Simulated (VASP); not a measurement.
# Na2CdAuC6N6 (Fm-3m) in VASP: a series of runs

The runs below take Na2CdAuC6N6 through single point, with PBE.

All numbers are computed with VASP 6.6.1; they aren't measurements. Logs are shortened: lines on timing, memory, paths and dates and some standing lists are left out, and cuts for length are marked.

### Step 1. The cell of the first run

Symmetry: Fm-3m, No. 225, cubic system. Conventional cell: a = 10.357 Å, b = 10.357 Å, c = 10.357 Å, α = 90.00°, β = 90.00°, γ = 90.00°. Na (site symmetry -43m) has 12 N at 3.71 Å and 12 C at 3.71 Å and 4 Cd at 4.48 Å and 4 Au at 4.48 Å within 4.9 Å. Within 2.7 Å of Cd (site symmetry m-3m) lie 6 C at 2.00 Å. C (site symmetry 4mm) has 1 N at 1.17 Å within 1.6 Å. Within 2.7 Å of Au (site symmetry m-3m) lie 6 N at 2.01 Å. N (site symmetry 4mm) has 1 C at 1.17 Å within 1.6 Å.

### Step 2. Single point, PBE

INCAR

```
PREC     = Accurate       # precision mode
ENCUT    = 520            # plane-wave cutoff, eV
EDIFF    = 1E-6           # SCF threshold, eV
ISMEAR   = 0              # smearing method
SIGMA    = 0.1            # smearing width, eV
LREAL    = Auto         
LASPH    = T              # aspherical terms in the spheres
NELM     = 100            # most SCF steps
ALGO     = Normal         # electronic algorithm
ISIF     = 2              # what is computed and relaxed
LWAVE    = F              # write WAVECAR
LCHARG   = F              # write CHGCAR
GGA      = PE             # functional
NBANDS   = 60             # bands
```

KPOINTS

```
Automatic mesh
0
Gamma
  4 4 4
```

POSCAR

```
Na2CdAuC6N6
1.0
    0.0000000000      5.1785000000      5.1785000000
    5.1785000000      0.0000000000      5.1785000000
    5.1785000000      5.1785000000      0.0000000000
Na Cd C Au N
2 1 6 1 6
Direct
    0.2500000000      0.2500000000      0.2500000000
    0.7500000000      0.7500000000      0.7500000000
    0.0000000000      0.0000000000      0.0000000000
    0.8067973400      0.1932026600      0.1932026600
    0.1932026600      0.8067973400      0.1932026600
    0.1932026600      0.1932026600      0.8067973400
    0.1932026600      0.8067973400      0.8067973400
    0.8067973400      0.1932026600      0.8067973400
    0.8067973400      0.8067973400      0.1932026600
    0.5000000000      0.5000000000      0.5000000000
    0.6938302600      0.3061697400      0.3061697400
    0.3061697400      0.6938302600      0.3061697400
    0.3061697400      0.3061697400      0.6938302600
    0.3061697400      0.6938302600      0.6938302600
    0.6938302600      0.3061697400      0.6938302600
    0.6938302600      0.6938302600      0.3061697400
```

Potentials or basis: VASP PAW PBE potentials, release 64 (Na_pv, Cd, C, Au, N).

Launch:

```
cat potpaw_PBE.64/Na_pv/POTCAR potpaw_PBE.64/Cd/POTCAR potpaw_PBE.64/C/POTCAR potpaw_PBE.64/Au/POTCAR potpaw_PBE.64/N/POTCAR > POTCAR
mpirun -np 1 vasp_std > vasp.out
```

OUTCAR:

```text
PREC = Accurate
   ENCUT = 520
   EDIFF = 1E-6
   ISMEAR = 0
   LREAL = Auto
   LASPH = T
   NELM = 100
   ISIF = 2
   GGA = PE

 ion  position               nearest neighbor table
   1  0.250  0.250  0.250-
   2  0.750  0.750  0.750-
   3  0.000  0.000  0.000-   4 2.00   5 2.00   6 2.00   7 2.00   8 2.00   9 2.00
   4  0.807  0.193  0.193-  11 1.17   3 2.00
   5  0.193  0.807  0.193-  12 1.17   3 2.00
   6  0.193  0.193  0.807-  13 1.17   3 2.00
   7  0.193  0.807  0.807-  14 1.17   3 2.00
   8  0.807  0.193  0.807-  15 1.17   3 2.00
   9  0.807  0.807  0.193-  16 1.17   3 2.00
  10  0.500  0.500  0.500-  11 2.01  12 2.01  13 2.01  14 2.01  15 2.01  16 2.01
  11  0.694  0.306  0.306-   4 1.17  10 2.01
  12  0.306  0.694  0.306-   5 1.17  10 2.01
  13  0.306  0.306  0.694-   6 1.17  10 2.01
  14  0.306  0.694  0.694-   7 1.17  10 2.01
  15  0.694  0.306  0.694-   8 1.17  10 2.01
  16  0.694  0.694  0.306-   9 1.17  10 2.01

  LATTYP: Found a face centered cubic cell.
 ALAT       =    10.3570000000

  Lattice vectors:

 A1 = (   0.0000000000,   5.1785000000,   5.1785000000)
 A2 = (   5.1785000000,   0.0000000000,   5.1785000000)
 A3 = (   5.1785000000,   5.1785000000,   0.0000000000)

Analysis of symmetry for initial positions (statically):
=====================================================================
 Subroutine PRICEL returns:
 Original cell was already a primitive cell.

 Routine SETGRP: Setting up the symmetry group for a
 face centered cubic supercell.

 Subroutine GETGRP returns: Found 48 space group operations
 (whereof 48 operations were pure point group operations)
 out of a pool of 48 trial point group operations.

The static configuration has the point symmetry O_h .

Analysis of symmetry for dynamics (positions and initial velocities):
=====================================================================
 Subroutine PRICEL returns:
 Original cell was already a primitive cell.

 Routine SETGRP: Setting up the symmetry group for a
 face centered cubic supercell.

 Subroutine GETGRP returns: Found 48 space group operations
 (whereof 48 operations were pure point group operations)
 out of a pool of 48 trial point group operations.

The dynamic configuration has the point symmetry O_h .

 Subroutine INISYM returns: Found 48 space group operations
 (whereof 48 operations are pure point group operations),
 and found     1 'primitive' translations

----------------------------------------------------------------------------------------

                                     Primitive cell

  volume of cell :     277.7422

  direct lattice vectors                    reciprocal lattice vectors
     0.000000000  5.178500000  5.178500000    -0.096553056  0.096553056  0.096553056
     5.178500000  0.000000000  5.178500000     0.096553056 -0.096553056  0.096553056
     5.178500000  5.178500000  0.000000000     0.096553056  0.096553056 -0.096553056

  length of vectors
     7.323504933  7.323504933  7.323504933     0.167234798  0.167234798  0.167234798

  position of ions in fractional coordinates (direct lattice)
     0.250000000  0.250000000  0.250000000
     0.750000000  0.750000000  0.750000000
     0.000000000  0.000000000  0.000000000
     0.806797340  0.193202660  0.193202660
     0.193202660  0.806797340  0.193202660
     0.193202660  0.193202660  0.806797340
[... 8 lines left out ...]
     0.693830260  0.306169740  0.693830260
     0.693830260  0.693830260  0.306169740

  ion indices of the primitive-cell ions
   primitive index   ion index
                 1           1
                 2           2
                 3           3
                 4           4
                 5           5
                 6           6
[... 8 lines left out ...]
                15          15
                16          16

----------------------------------------------------------------------------------------

 KPOINTS: Automatic mesh

Automatic generation of k-mesh.
 Grid dimensions read from file:
 generate k-points for:    4    4    4

 Generating k-lattice:

  Cartesian coordinates                     Fractional coordinates (reciprocal lattice)
    -0.024138264  0.024138264  0.024138264     0.250000000  0.000000000  0.000000000
     0.024138264 -0.024138264  0.024138264     0.000000000  0.250000000  0.000000000
     0.024138264  0.024138264 -0.024138264     0.000000000  0.000000000  0.250000000

  Length of vectors
     0.041808700  0.041808700  0.041808700

  Shift w.r.t. Gamma in fractional coordinates (k-lattice)
     0.000000000  0.000000000  0.000000000

 Subroutine IBZKPT returns following result:
 ===========================================

 Found      8 irreducible k-points:

 Following reciprocal coordinates:
            Coordinates               Weight
  0.000000  0.000000  0.000000      1.000000
  0.250000  0.000000  0.000000      8.000000
  0.500000  0.000000  0.000000      4.000000
  0.250000  0.250000  0.000000      6.000000
  0.500000  0.250000  0.000000     24.000000
 -0.250000  0.250000  0.000000     12.000000
  0.500000  0.500000  0.000000      3.000000
 -0.250000  0.500000  0.250000      6.000000
   k-points           NKPTS =      8   k-points in BZ     NKDIM =      8   number of bands    NBANDS=     60
   number of dos      NEDOS =    301   number of ions     NIONS =     16
   total plane-waves  NPLWV = 157464
   dimension x,y,z NGX =    54 NGY =   54 NGZ =   54
   dimension x,y,z NGXF=   108 NGYF=  108 NGZF=  108
   ions per type =               2   1   6   1   6
   NGX,Y,Z   is equivalent  to a cutoff of  12.26, 12.26, 12.26 a.u.
   NGXF,Y,Z  is equivalent  to a cutoff of  24.52, 24.52, 24.52 a.u.
 SYSTEM =  unknown system
   PREC   = accura    normal or accurate (medium, high low for compatibility)
   ISTART =      0    job   : 0-new  1-cont  2-samecut
   ICHARG =      2    charge: 1-file 2-atom 10-const
   ISPIN  =      1    spin polarized calculation?
   LNONCOLLINEAR =      F non collinear calculations
   LSORBIT =      F    spin-orbit coupling
   LASPH  =      T    aspherical Exc in radial PAW
   ENCUT  =  520.0 eV  38.22 Ry    6.18 a.u.  13.62 13.62 13.62*2*pi/ulx,y,z
   NELM   =    100;   NELMIN=  2; NELMDL= -5     # of ELM steps
   EDIFF  = 0.1E-05   stopping-criterion for ELM
   LREAL  =      T    real-space projection
   EDIFFG = 0.1E-04   stopping-criterion for IOM
   NSW    =      0    number of steps for IOM
   IBRION =     -1    ionic relax: 0-MD 1-quasi-New 2-CG
   NFREE  =      0    steps in history (QN), initial steepest desc. (CG)
   ISIF   =      2    stress and relaxation
   ISYM   =      2    0-nonsym 1-usesym 2-fastsym
   POTIM  = 0.5000    time-step for ionic-motion
   TEBEG  =    0.0;   TEEND  =   0.0 temperature during run
   PSTRESS=    0.0 pullay stress
   NELECT =      91.0000    total number of electrons
   NUPDOWN=      -1.0000    fix difference up-down
   EMIN   =  10.00;   EMAX   =-10.00  energy-range for DOS
   EFERMI =   0.00;   METHOD = LEGACY
   ISMEAR =     0;   SIGMA  =   0.10  broadening in eV -4-tet -1-fermi 0-gaus
   EFERMI_NEDOS =   21; number of points for ismear=-14 and -15
   IALGO  =     38    algorithm
   IMIX   =      4    mixing-type and parameters
     AMIX     =   0.40;   BMIX     =  1.00
     AMIX_MAG =   1.60;   BMIX_MAG =  1.00
  volume/ion in A,a.u.               =      17.36       117.14
  Fermi-wavevector in a.u.,A,eV,Ry     =   1.128603  2.132751 17.330358  1.273745
  Thomas-Fermi vector in A             =   2.265294
   LORBIT       =      0    0 simple, 1 ext, 2 COOP (PROOUT), +10 PAW based schemes
   GGA     = PE    functional components
   LHFCALC =     F    Hartree Fock is set to
   AEXX    =    0.0000 exact exchange contribution
   IVDW    =     0    specifies the selected vdW correction
   LEPSILON=     F    determine dielectric tensor
   LRPA    =     F    only Hartree local field effects (RPA)
 non-spin polarized calculation
 Gauss-broadening in eV      SIGMA  =   0.10
  energy-cutoff  :      520.00
  volume of cell :      277.74
 maximum number of plane-waves:      7523
   NGX = 27   NGY = 27   NGZ = 27

 number of electron      90.9999982 magnetization

 Free energy of the ion-electron system (eV)
  ---------------------------------------------------
  ext. energy  EPLUGINS =         0.00000000
  ---------------------------------------------------
  free energy    TOTEN  =       -93.57036860 eV

  energy without entropy =      -93.51760625  energy(sigma->0) =      -93.54398743

 E-fermi :   3.1827     XC(G=0):  -7.9593

 val. band max:        3.1694070047   @ k =  -0.2500   0.2500   0.0000
 cond. band min:       3.2048982992   @ k =   0.2500   0.0000   0.0000
 fundamental gap:      0.0354912945
 Fermi energy:         3.1827038829

 k-point     1 :       0.0000    0.0000    0.0000
  band No.  band energies     occupation
      1     -24.0355      2.00000
      2     -24.0355      2.00000
      3     -24.0355      2.00000
      4     -24.0353      2.00000
      5     -24.0353      2.00000
      6     -24.0353      2.00000
[... 49 lines left out ...]
     56       5.6137      0.00000
     57       5.6137      0.00000

 k-point     2 :       0.2500    0.0000    0.0000
  band No.  band energies     occupation
      1     -24.0355      2.00000
      2     -24.0355      2.00000
      3     -24.0355      2.00000
      4     -24.0353      2.00000
      5     -24.0353      2.00000
      6     -24.0353      2.00000
[... 49 lines left out ...]
     56       5.6906      0.00000
     57       5.8268      0.00000

 k-point     3 :       0.5000    0.0000    0.0000
  band No.  band energies     occupation
      1     -24.0354      2.00000
      2     -24.0354      2.00000
      3     -24.0354      2.00000
      4     -24.0354      2.00000
      5     -24.0354      2.00000
      6     -24.0354      2.00000
[... 233 lines left out ...]
  band No.  band energies     occupation
      1     -24.0356      2.00000
      2     -24.0356      2.00000
      3     -24.0356      2.00000
      4     -24.0353      2.00000
      5     -24.0353      2.00000
      6     -24.0352      2.00000
[... 49 lines left out ...]
     56       5.1794      0.00000
     57       5.3565      0.00000

 k-point     8 :      -0.2500    0.5000    0.2500
  band No.  band energies     occupation
      1     -24.0356      2.00000
      2     -24.0356      2.00000
      3     -24.0354      2.00000
      4     -24.0354      2.00000
      5     -24.0353      2.00000
      6     -24.0353      2.00000
[... 49 lines left out ...]
     56       5.6791      0.00000
     57       5.7248      0.00000
 [bands above 57 left out]

------------------------ aborting loop because EDIFF is reached ----------------------------------------

  FORCE on cell =-STRESS in cart. coord.  units (eV):
  Direction    XX          YY          ZZ          XY          YZ          ZX
  --------------------------------------------------------------------------------------
  -------------------------------------------------------------------------------------
  Total       44.7300468     44.7300468     44.7300468     -0.0000000      0.0000000     -0.0000000
  in kB      258.0286898    258.0286898    258.0286898     -0.0000000      0.0000000     -0.0000000
  external PRESSURE =     258.0286898 kB  Pullay stress =       0.0000000 kB

 VOLUME and BASIS-vectors are now :
 -----------------------------------------------------------------------------
  energy-cutoff  :      520.00
  volume of cell :      277.74
      direct lattice vectors                 reciprocal lattice vectors
     0.000000000  5.178500000  5.178500000    -0.096553056  0.096553056  0.096553056
     5.178500000  0.000000000  5.178500000     0.096553056 -0.096553056  0.096553056
     5.178500000  5.178500000  0.000000000     0.096553056  0.096553056 -0.096553056

 POSITION                                       TOTAL-FORCE (eV/Angst)
 -----------------------------------------------------------------------------------
      2.58925      2.58925      2.58925         0.000000      0.000000      0.000000
      7.76775      7.76775      7.76775         0.000000      0.000000     -0.000000
      0.00000      0.00000      0.00000         0.000000      0.000000      0.000000
      2.00100      5.17850      5.17850         4.425980      0.000000      0.000000
      5.17850      2.00100      5.17850         0.000000      4.425980      0.000000
      5.17850      5.17850      2.00100         0.000000      0.000000      4.425980
[... 8 lines left out ...]
      5.17850      7.18600      5.17850         0.000000      3.004951      0.000000
      5.17850      5.17850      7.18600         0.000000      0.000000      3.004951
 -----------------------------------------------------------------------------------
    total drift:                               -0.000000      0.000000      0.000000

  FREE ENERGIE OF THE ION-ELECTRON SYSTEM (eV)
  ---------------------------------------------------
  free  energy   TOTEN  =       -93.5703686021 eV

  energy  without entropy=      -93.5176062540  energy(sigma->0) =      -93.54398743
```

Run time: 3 min. Hardware: 1 thread of Intel Xeon 6975P-C (Granite Rapids), shared host; peak memory 0.43 GiB.

What came out:

```yaml
Free_energy: -93.5704 eV
Pressure: 25.8 GPa
Largest_force: 4.426 eV/Å
Band_gap_on_the_k_mesh: zero (an odd number of electrons rules out a gap without spin polarisation)
```

Forces in eV/Å, atoms in the order of the input:
```
Na   0.000  0.000  0.000
Na   0.000  0.000  0.000
Cd   0.000  0.000  0.000
C    4.426  0.000  0.000
C    0.000  4.426  0.000
C    0.000  0.000  4.426
C   -4.426  0.000  0.000
C    0.000 -4.426  0.000
C    0.000  0.000 -4.426
Au   0.000  0.000  0.000
N   -3.005  0.000  0.000
N    0.000 -3.005  0.000
N    0.000  0.000 -3.005
N    3.005  0.000  0.000
N    0.000  3.005  0.000
N    0.000  0.000  3.005
```

Levels at points of the mesh, in eV from the Fermi level:
```
           k point  band 43  band 44  band 45  band 46  band 47  band 48
(0.00, 0.00, 0.00)    -2.32    -2.32    -0.50     0.22     0.22     0.87
(0.50, 0.00, 0.00)    -1.64    -1.64    -0.26    -0.26     0.51     0.62
(0.50, 0.50, 0.00)    -2.30    -1.93    -0.27     0.28     0.66     0.98
```

Caveat: the cell stands under pressure; spin-orbit coupling is left out, which moves the levels of the heavy elements; forces of over 1 eV/Å act on the atoms, so gaps and moduli don't describe the material at rest.

### Step 3. Single point, PBE, collinear spin

INCAR

```
PREC     = Accurate       # precision mode
ENCUT    = 520            # plane-wave cutoff, eV
EDIFF    = 1E-7           # SCF threshold, eV
ISMEAR   = 0              # smearing method
SIGMA    = 0.1            # smearing width, eV
LREAL    = Auto         
LASPH    = True           # aspherical terms in the spheres
NELM     = 150            # most SCF steps
ALGO     = Normal         # electronic algorithm
ISIF     = 2              # what is computed and relaxed
LWAVE    = False          # write WAVECAR
LCHARG   = False          # write CHGCAR
ISPIN    = 2              # spin polarisation
MAGMOM   = 0 0 0 0 0 0 0 0 0 1 0 0 0 0 0 0 # initial moments
LORBIT   = 11             # projections on sites
LMAXMIX  = 4              # l up to which the mixer works
GGA      = PE             # functional
NBANDS   = 64             # bands
```

KPOINTS

```
regular mesh
0
Gamma
  4 4 4
```

POSCAR is that of step 2.

Potentials or basis: VASP PAW PBE potentials, release 64 (Na_pv, Cd, C, Au, N).

Launch:

```
cat potpaw_PBE.64/Na_pv/POTCAR potpaw_PBE.64/Cd/POTCAR potpaw_PBE.64/C/POTCAR potpaw_PBE.64/Au/POTCAR potpaw_PBE.64/N/POTCAR > POTCAR
mpirun -np 1 vasp_std > vasp.out
```

Wall time 7.6 min (1 thread of Intel Xeon 6975P-C (Granite Rapids), shared host); peak memory 0.62 GiB.

The run converged. Its results:

- Free energy: -93.5704 eV
- Pressure: 25.8 GPa
- Largest force: 4.425 eV/Å
- Net moment: 0.00 μB per cell
- Valence electrons inside the program's atomic spheres: Na 5.98; Cd 11.12; C 2.63; Au 10.10; N 3.92

Forces on the atoms (eV/Å):
```
Na   0.000  0.000  0.000
Na   0.000  0.000  0.000
Cd   0.000  0.000  0.000
C    4.425  0.000  0.000
C    0.000  4.425  0.000
C    0.000  0.000  4.425
C   -4.425  0.000  0.000
C    0.000 -4.425  0.000
C    0.000  0.000 -4.425
Au   0.000  0.000  0.000
N   -3.003  0.000  0.000
N    0.000 -3.003  0.000
N    0.000  0.000 -3.003
N    3.003  0.000  0.000
N    0.000  3.003  0.000
N    0.000  0.000  3.003
```

Levels at points of the mesh, in eV from the Fermi level:
Spin up:
```
           k point  band 43  band 44  band 45  band 46  band 47  band 48
(0.00, 0.00, 0.00)    -2.32    -2.32    -0.50     0.22     0.22     0.87
(0.50, 0.00, 0.00)    -1.64    -1.64    -0.26    -0.26     0.51     0.62
(0.50, 0.50, 0.00)    -2.30    -1.93    -0.27     0.28     0.65     0.98
```
Spin down:
```csv
k point,band 41,band 42,band 43,band 44,band 45,band 46,band 47,band 48,band 49,band 50
"(0.00, 0.00, 0.00)",-4.94,-4.94,-2.32,-2.32,-0.50,0.22,0.22,0.87,1.43,1.43
"(0.50, 0.00, 0.00)",-4.72,-4.63,-1.64,-1.64,-0.26,-0.26,0.51,0.62,1.03,1.19
"(0.50, 0.50, 0.00)",-4.50,-4.50,-2.30,-1.93,-0.27,0.28,0.65,0.98,1.60,1.72
```

Caveat: the cell stands under pressure; spin-orbit coupling is left out, which moves the levels of the heavy elements; forces of over 1 eV/Å act on the atoms, so gaps and moduli don't describe the material at rest.

The gap in the log of VASP goes by the Fermi energy; the results here count the filled bands.